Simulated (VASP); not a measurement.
# Sn (I4/mmm) in VASP: further runs

Runs on Sn. Level: PBE. Tasks: single point.

Program: VASP 6.6.1. These are calculated values, not measurements. Logs are shortened: lines on timing, memory, paths and dates and some standing lists are left out, and cuts for length are marked.

## (1) The cell of the first run

It takes space group I4/mmm (No. 139, tetragonal). The conventional cell has a = 4.099 Å, b = 4.099 Å, c = 3.354 Å, α = 90.00°, β = 90.00°, γ = 90.00°. Sn (site symmetry 4/mmm) has 14 Sn at 3.35 to 4.10 Å within 4.4 Å.

## (2) Single point, PBE (volume scaled by 1.03)

INCAR reads:

```
ALGO = Normal
EDIFF = 1E-7
ENCUT = 520
GGA = PE
ISIF = 2
ISMEAR = -1
LASPH = T
LCHARG = T
LELF = T
LREAL = F
LVHAR = T
LWAVE = F
NBANDS = 13
NELM = 60
PREC = Accurate
SIGMA = 0.05
```

KPOINTS reads:

```
k-points
0
Gamma
  16 16 16
```

POSCAR reads:

```
Sn
1.0
   -2.0492817020      2.0492817020      1.6772042273
    2.0492817020     -2.0492817020      1.6772042273
    2.0492817020      2.0492817020     -1.6772042273
Sn
1
Direct
    0.0000000000      0.0000000000      0.0000000000
```

Potentials or basis: VASP PAW PBE potentials, release 64 (Sn_d).

Started as:

```bash
> cat potpaw_PBE.64/Sn_d/POTCAR > POTCAR
> mpirun -np 1 vasp_std > vasp.out
```

OUTCAR:

```text
EDIFF = 1E-7
   ENCUT = 520
   GGA = PE
   ISIF = 2
   ISMEAR = -1
   LASPH = T
   LREAL = F
   NELM = 60
   PREC = Accurate

 ion  position               nearest neighbor table
   1  0.000  0.000  0.000-

  LATTYP: Found a body centered tetragonal cell.
 ALAT       =     4.0985634040
 C/A-ratio  =     0.8184351745

  Lattice vectors:

 A1 = (  -2.0492817020,   2.0492817020,   1.6772042273)
 A2 = (   2.0492817020,  -2.0492817020,   1.6772042273)
 A3 = (   2.0492817020,   2.0492817020,  -1.6772042273)

Analysis of symmetry for initial positions (statically):
=====================================================================
 Subroutine PRICEL returns:
 Original cell was already a primitive cell.

 Routine SETGRP: Setting up the symmetry group for a
 body centered tetragonal supercell.

 Subroutine GETGRP returns: Found 16 space group operations
 (whereof 16 operations were pure point group operations)
 out of a pool of 16 trial point group operations.

The static configuration has the point symmetry D_4h.

Analysis of symmetry for dynamics (positions and initial velocities):
=====================================================================
 Subroutine PRICEL returns:
 Original cell was already a primitive cell.

 Routine SETGRP: Setting up the symmetry group for a
 body centered tetragonal supercell.

 Subroutine GETGRP returns: Found 16 space group operations
 (whereof 16 operations were pure point group operations)
 out of a pool of 16 trial point group operations.

The dynamic configuration has the point symmetry D_4h.

 Subroutine INISYM returns: Found 16 space group operations
 (whereof 16 operations are pure point group operations),
 and found     1 'primitive' translations

----------------------------------------------------------------------------------------

                                     Primitive cell

  volume of cell :      28.1740

  direct lattice vectors                    reciprocal lattice vectors
    -2.049281702  2.049281702  1.677204227     0.000000000  0.243987930  0.298115156
     2.049281702 -2.049281702  1.677204227     0.243987930  0.000000000  0.298115156
     2.049281702  2.049281702 -1.677204227     0.243987930  0.243987930  0.000000000

  length of vectors
     3.348451136  3.348451136  3.348451136     0.385230783  0.385230783  0.345051039

  position of ions in fractional coordinates (direct lattice)
     0.000000000  0.000000000  0.000000000

  ion indices of the primitive-cell ions
   primitive index   ion index
                 1           1

----------------------------------------------------------------------------------------

 KPOINTS: k-points

Automatic generation of k-mesh.
 Grid dimensions read from file:
 generate k-points for:   16   16   16

 Generating k-lattice:

  Cartesian coordinates                     Fractional coordinates (reciprocal lattice)
     0.000000000  0.015249246  0.018632197     0.062500000  0.000000000  0.000000000
     0.015249246  0.000000000  0.018632197     0.000000000  0.062500000  0.000000000
     0.015249246  0.015249246  0.000000000     0.000000000  0.000000000  0.062500000

  Length of vectors
     0.024076924  0.024076924  0.021565690

  Shift w.r.t. Gamma in fractional coordinates (k-lattice)
     0.000000000  0.000000000  0.000000000

 Subroutine IBZKPT returns following result:
 ===========================================

 Found    349 irreducible k-points:

 Following reciprocal coordinates:
            Coordinates               Weight
  0.000000  0.000000  0.000000      1.000000
  0.062500  0.000000  0.000000      8.000000
  0.125000  0.000000  0.000000      8.000000
  0.187500 -0.000000  0.000000      8.000000
  0.250000  0.000000  0.000000      8.000000
  0.312500  0.000000  0.000000      8.000000
[... 16 lines left out ...]
 -0.125000  0.062500  0.000000     16.000000
 -0.062500  0.062500  0.000000      4.000000
 [... further k-points ...]
   k-points           NKPTS =    349   k-points in BZ     NKDIM =    349   number of bands    NBANDS=     13
   number of dos      NEDOS =    301   number of ions     NIONS =      1
   total plane-waves  NPLWV =  21952
   dimension x,y,z NGX =    28 NGY =   28 NGZ =   28
   dimension x,y,z NGXF=    56 NGYF=   56 NGZF=   56
   ions per type =               1
   NGX,Y,Z   is equivalent  to a cutoff of  13.90, 13.90, 13.90 a.u.
   NGXF,Y,Z  is equivalent  to a cutoff of  27.80, 27.80, 27.80 a.u.
 SYSTEM =  unknown system
   PREC   = accura    normal or accurate (medium, high low for compatibility)
   ISTART =      0    job   : 0-new  1-cont  2-samecut
   ICHARG =      2    charge: 1-file 2-atom 10-const
   ISPIN  =      1    spin polarized calculation?
   LNONCOLLINEAR =      F non collinear calculations
   LSORBIT =      F    spin-orbit coupling
   LASPH  =      T    aspherical Exc in radial PAW
   ENCUT  =  520.0 eV  38.22 Ry    6.18 a.u.   6.23  6.23  6.23*2*pi/ulx,y,z
   NELM   =     60;   NELMIN=  2; NELMDL= -5     # of ELM steps
   EDIFF  = 0.1E-06   stopping-criterion for ELM
   LREAL  =      F    real-space projection
   EDIFFG = 0.1E-05   stopping-criterion for IOM
   NSW    =      0    number of steps for IOM
   IBRION =     -1    ionic relax: 0-MD 1-quasi-New 2-CG
   NFREE  =      0    steps in history (QN), initial steepest desc. (CG)
   ISIF   =      2    stress and relaxation
   ISYM   =      2    0-nonsym 1-usesym 2-fastsym
   POTIM  = 0.5000    time-step for ionic-motion
   TEBEG  =    0.0;   TEEND  =   0.0 temperature during run
   PSTRESS=    0.0 pullay stress
   NELECT =      14.0000    total number of electrons
   NUPDOWN=      -1.0000    fix difference up-down
   EMIN   =  10.00;   EMAX   =-10.00  energy-range for DOS
   EFERMI =   0.00;   METHOD = LEGACY
   ISMEAR =    -1;   SIGMA  =   0.05  broadening in eV -4-tet -1-fermi 0-gaus
   EFERMI_NEDOS =   21; number of points for ismear=-14 and -15
   IALGO  =     38    algorithm
   IMIX   =      4    mixing-type and parameters
     AMIX     =   0.40;   BMIX     =  1.00
     AMIX_MAG =   1.60;   BMIX_MAG =  1.00
  volume/ion in A,a.u.               =      28.17       190.13
  Fermi-wavevector in a.u.,A,eV,Ry     =   1.296685  2.450379 22.876720  1.681391
  Thomas-Fermi vector in A             =   2.428125
   LORBIT       =      0    0 simple, 1 ext, 2 COOP (PROOUT), +10 PAW based schemes
   GGA     = PE    functional components
[... 5 lines left out ...]
 non-spin polarized calculation
  energy-cutoff  :      520.00
  volume of cell :       28.17
 maximum number of plane-waves:       783
 NGX is ok and might be reduce to    28
   NGX = 13   NGY = 13   NGZ = 13

 number of electron      14.0000001 magnetization

 Free energy of the ion-electron system (eV)
  ---------------------------------------------------
  ext. energy  EPLUGINS =         0.00000000
  ---------------------------------------------------
  free energy    TOTEN  =        -3.78463026 eV

  energy without entropy =       -3.77997107  energy(sigma->0) =       -3.78230067

 E-fermi :   7.6464     XC(G=0): -10.1893

 val. band max:        7.6381432236   @ k =  -0.2500  -0.4375   0.1875
 cond. band min:       7.6507227895   @ k =  -0.3125  -0.3750   0.3125
 fundamental gap:      0.0125795658
 Fermi energy:         7.6463951950

 k-point     1 :       0.0000    0.0000    0.0000
  band No.  band energies     occupation
      1     -13.9120      2.00000
      2     -13.8409      2.00000
      3     -13.8409      2.00000
      4     -13.8374      2.00000
      5     -13.7382      2.00000
      6      -3.1977      2.00000
      7      14.2047      0.00000
      8      14.2047      0.00000
      9      16.6346      0.00000
     10      17.7302      0.00000
     11      18.8261      0.00000
     12      20.0602      0.00000
     13      20.0602      0.00000

 k-point     2 :       0.0625    0.0000    0.0000
  band No.  band energies     occupation
      1     -13.9081      2.00000
      2     -13.8410      2.00000
      3     -13.8400      2.00000
      4     -13.8329      2.00000
      5     -13.7401      2.00000
      6      -3.1074      2.00000
      7      13.9080      0.00000
      8      13.9626      0.00000
      9      16.0203      0.00000
     10      18.0553      0.00000
     11      18.8993      0.00000
     12      19.4592      0.00000
     13      19.5447      0.00000

 k-point     3 :       0.1250    0.0000    0.0000
  band No.  band energies     occupation
      1     -13.9006      2.00000
      2     -13.8424      2.00000
      3     -13.8339      2.00000
      4     -13.8193      2.00000
      5     -13.7453      2.00000
      6      -2.8360      2.00000
      7      13.2579      0.00000
      8      13.2648      0.00000
      9      14.6082      0.00000
     10      17.9729      0.00000
     11      18.0403      0.00000
     12      19.4848      0.00000
     13      20.1603      0.00000
[... 305 lines left out ...]
 k-point    23 :      -0.1250    0.0625    0.0000
  band No.  band energies     occupation
      1     -13.9020      2.00000
      2     -13.8425      2.00000
      3     -13.8371      2.00000
      4     -13.8275      2.00000
      5     -13.7430      2.00000
      6      -2.9646      2.00000
      7      12.4524      0.00000
      8      14.0250      0.00000
      9      15.5320      0.00000
     10      18.4050      0.00000
     11      18.9133      0.00000
     12      19.3051      0.00000
     13      20.8948      0.00000

 k-point    24 :      -0.0625    0.0625    0.0000
  band No.  band energies     occupation
      1     -13.9083      2.00000
      2     -13.8417      2.00000
      3     -13.8389      2.00000
      4     -13.8355      2.00000
      5     -13.7397      2.00000
      6      -3.1263      2.00000
      7      13.2613      0.00000
      8      14.2555      0.00000
      9      16.4001      0.00000
     10      18.1266      0.00000
     11      19.0926      0.00000
     12      19.8398      0.00000
     13      20.3574      0.00000

 [... further k-points ...]
[... 5 lines left out ...]
  --------------------------------------------------------------------------------------
  -------------------------------------------------------------------------------------
  Total       -0.1267174     -0.1267174     -0.0150995      0.0000000     -0.0000000      0.0000000
  in kB       -7.2060541     -7.2060541     -0.8586656      0.0000000     -0.0000000      0.0000000
  external PRESSURE =      -5.0902579 kB  Pullay stress =       0.0000000 kB

 VOLUME and BASIS-vectors are now :
 -----------------------------------------------------------------------------
  energy-cutoff  :      520.00
  volume of cell :       28.17
      direct lattice vectors                 reciprocal lattice vectors
    -2.049281702  2.049281702  1.677204227     0.000000000  0.243987930  0.298115156
     2.049281702 -2.049281702  1.677204227     0.243987930  0.000000000  0.298115156
     2.049281702  2.049281702 -1.677204227     0.243987930  0.243987930  0.000000000

 POSITION                                       TOTAL-FORCE (eV/Angst)
 -----------------------------------------------------------------------------------
      0.00000      0.00000      0.00000        -0.000000     -0.000000     -0.000000
 -----------------------------------------------------------------------------------
    total drift:                               -0.000000     -0.000000     -0.000000

  FREE ENERGIE OF THE ION-ELECTRON SYSTEM (eV)
  ---------------------------------------------------
  free  energy   TOTEN  =        -3.7846302631 eV

  energy  without entropy=       -3.7799710738  energy(sigma->0) =       -3.78230067
```

Run time: 59 s. Hardware: 1 thread of Intel Xeon Platinum 8488C (Sapphire Rapids), shared host; peak memory 0.25 GiB.

Results:

- Free energy: -3.7846 eV
- Pressure: -0.5 GPa
- Band gap on the k mesh: zero (band 7 reaches 14.20 eV, above the bottom of band 8 at 5.57 eV)

Stress tensor (GPa, compression positive):
```
-0.72  0.00  0.00
 0.00 -0.72  0.00
 0.00  0.00 -0.09
```

Caveat: spin-orbit coupling is left out, which moves the levels of the heavy elements.

## (3) Single point, PBE (volume scaled by 1.06)

INCAR reads:

```
SYSTEM = Sn
PREC     = Accurate       ! precision mode
ENCUT    = 520            ! plane-wave cutoff, eV
EDIFF    = 1E-7           ! SCF threshold, eV
ISMEAR   = -1             ! smearing method
SIGMA    = 0.05           ! smearing width, eV
LREAL    = .False.        ! projectors in reciprocal space
LASPH    = .True.         ! aspherical terms in the spheres
NELM     = 100            ! most SCF steps
ALGO     = Normal         ! electronic algorithm
ISIF     = 2              ! what is computed and relaxed
LWAVE    = .False.        ! write WAVECAR
LCHARG   = .False.        ! write CHGCAR
GGA      = PE             ! functional
NBANDS   = 13             ! bands
```

KPOINTS reads:

```
Automatic mesh
0
Gamma
  16 16 16
  0 0 0
```

POSCAR reads:

```
Sn
1.0
   -2.0689875426      2.0689875426      1.6933321804
    2.0689875426     -2.0689875426      1.6933321804
    2.0689875426      2.0689875426     -1.6933321804
Sn
1
Direct
    0.0000000000      0.0000000000      0.0000000000
```

Potentials or basis: VASP PAW PBE potentials, release 64 (Sn_d).

Started as:

```bash
> cat potpaw_PBE.64/Sn_d/POTCAR > POTCAR
> mpirun -np 1 vasp_std > vasp.out
```

OUTCAR:

```text
SYSTEM = Sn
   PREC = Accurate
   ENCUT = 520
   EDIFF = 1E-7
   ISMEAR = -1
   LREAL = .False.
   LASPH = .True.
   NELM = 100
   ISIF = 2
   GGA = PE

 ion  position               nearest neighbor table
   1  0.000  0.000  0.000-

  LATTYP: Found a body centered tetragonal cell.
 ALAT       =     4.1379750852
 C/A-ratio  =     0.8184351745

  Lattice vectors:

 A1 = (  -2.0689875426,   2.0689875426,   1.6933321804)
 A2 = (   2.0689875426,  -2.0689875426,   1.6933321804)
 A3 = (   2.0689875426,   2.0689875426,  -1.6933321804)

Analysis of symmetry for initial positions (statically):
=====================================================================
 Subroutine PRICEL returns:
 Original cell was already a primitive cell.

 Routine SETGRP: Setting up the symmetry group for a
 body centered tetragonal supercell.

 Subroutine GETGRP returns: Found 16 space group operations
 (whereof 16 operations were pure point group operations)
 out of a pool of 16 trial point group operations.

The static configuration has the point symmetry D_4h.

Analysis of symmetry for dynamics (positions and initial velocities):
=====================================================================
 Subroutine PRICEL returns:
 Original cell was already a primitive cell.

 Routine SETGRP: Setting up the symmetry group for a
 body centered tetragonal supercell.

 Subroutine GETGRP returns: Found 16 space group operations
 (whereof 16 operations were pure point group operations)
 out of a pool of 16 trial point group operations.

The dynamic configuration has the point symmetry D_4h.

 Subroutine INISYM returns: Found 16 space group operations
 (whereof 16 operations are pure point group operations),
 and found     1 'primitive' translations

----------------------------------------------------------------------------------------

                                     Primitive cell

  volume of cell :      28.9947

  direct lattice vectors                    reciprocal lattice vectors
[... 103 lines left out ...]
   IMIX   =      4    mixing-type and parameters
     AMIX     =   0.40;   BMIX     =  1.00
     AMIX_MAG =   1.60;   BMIX_MAG =  1.00
  volume/ion in A,a.u.               =      28.99       195.67
  Fermi-wavevector in a.u.,A,eV,Ry     =   1.284335  2.427041 22.443022  1.649516
  Thomas-Fermi vector in A             =   2.416534
   LORBIT       =      0    0 simple, 1 ext, 2 COOP (PROOUT), +10 PAW based schemes
   GGA     = PE    functional components
[... 5 lines left out ...]
 non-spin polarized calculation
  energy-cutoff  :      520.00
  volume of cell :       28.99
 maximum number of plane-waves:       799
 NGX is ok and might be reduce to    28
   NGX = 13   NGY = 13   NGZ = 13

 number of electron      14.0000001 magnetization

 Free energy of the ion-electron system (eV)
  ---------------------------------------------------
  ext. energy  EPLUGINS =         0.00000000
  ---------------------------------------------------
  free energy    TOTEN  =        -3.77922099 eV

  energy without entropy =       -3.77437772  energy(sigma->0) =       -3.77679935

 E-fermi :   7.3140     XC(G=0): -10.0571

 val. band max:        7.3042743177   @ k =  -0.4375  -0.4375   0.3125
 cond. band min:       7.3254435284   @ k =  -0.2500  -0.4375   0.1875
 fundamental gap:      0.0211692107
 Fermi energy:         7.3139716894

 k-point     1 :       0.0000    0.0000    0.0000
  band No.  band energies     occupation
      1     -14.2288      2.00000
      2     -14.1637      2.00000
      3     -14.1637      2.00000
      4     -14.1601      2.00000
      5     -14.0705      2.00000
      6      -3.3313      2.00000
      7      13.6876      0.00000
      8      13.6876      0.00000
      9      15.9910      0.00000
     10      17.2524      0.00000
     11      18.2949      0.00000
     12      19.6277      0.00000
     13      19.6277      0.00000
[... 354 lines left out ...]
  band No.  band energies     occupation
      1     -14.2254      2.00000
      2     -14.1645      2.00000
      3     -14.1615      2.00000
      4     -14.1588      2.00000
      5     -14.0719      2.00000
      6      -3.2618      2.00000
      7      12.7804      0.00000
      8      13.7354      0.00000
      9      15.7712      0.00000
     10      17.6280      0.00000
     11      18.5732      0.00000
     12      19.4131      0.00000
     13      19.8822      0.00000

 [... further k-points ...]
[... 5 lines left out ...]
  --------------------------------------------------------------------------------------
  -------------------------------------------------------------------------------------
  Total       -0.3358819     -0.3358819     -0.2599208      0.0000000     -0.0000000      0.0000000
  in kB      -18.5600570    -18.5600570    -14.3626234      0.0000000     -0.0000000      0.0000000
  external PRESSURE =     -17.1609125 kB  Pullay stress =       0.0000000 kB

 VOLUME and BASIS-vectors are now :
 -----------------------------------------------------------------------------
  energy-cutoff  :      520.00
  volume of cell :       28.99
      direct lattice vectors                 reciprocal lattice vectors
    -2.068987543  2.068987543  1.693332180     0.000000000  0.241664094  0.295275792
     2.068987543 -2.068987543  1.693332180     0.241664094  0.000000000  0.295275792
     2.068987543  2.068987543 -1.693332180     0.241664094  0.241664094  0.000000000

 POSITION                                       TOTAL-FORCE (eV/Angst)
 -----------------------------------------------------------------------------------
      0.00000      0.00000      0.00000         0.000000     -0.000000      0.000000
 -----------------------------------------------------------------------------------
    total drift:                               -0.000000     -0.000000     -0.000000

  FREE ENERGIE OF THE ION-ELECTRON SYSTEM (eV)
  ---------------------------------------------------
  free  energy   TOTEN  =        -3.7792209857 eV

  energy  without entropy=       -3.7743777197  energy(sigma->0) =       -3.77679935
```

stdout:

```text
POSCAR found type information on POSCAR Sn
 POSCAR found :  1 types and       1 ions
 scaLAPACK will be used
 LDA part: xc-table for (Slater+PW92), standard interpolation
 POSCAR, INCAR and KPOINTS ok, starting setup
 FFT: planning ... GRIDC
 FFT: planning ... GRID_SOFT
 FFT: planning ... GRID
 WAVECAR not read
 entering main loop
```

It took 57 s on 1 thread of Intel Xeon Platinum 8488C (Sapphire Rapids), shared host; peak memory 0.25 GiB.

Results:

| Property | Result |
| --- | --- |
| Free energy | -3.7792 eV |
| Pressure | -1.7 GPa |
| Band gap on the k mesh | zero (band 7 reaches 13.69 eV, above the bottom of band 8 at 5.30 eV) |

Stress tensor (GPa, compression positive):
```
-1.86  0.00  0.00
 0.00 -1.86  0.00
 0.00  0.00 -1.44
```

Caveat: spin-orbit coupling is left out, which moves the levels of the heavy elements.
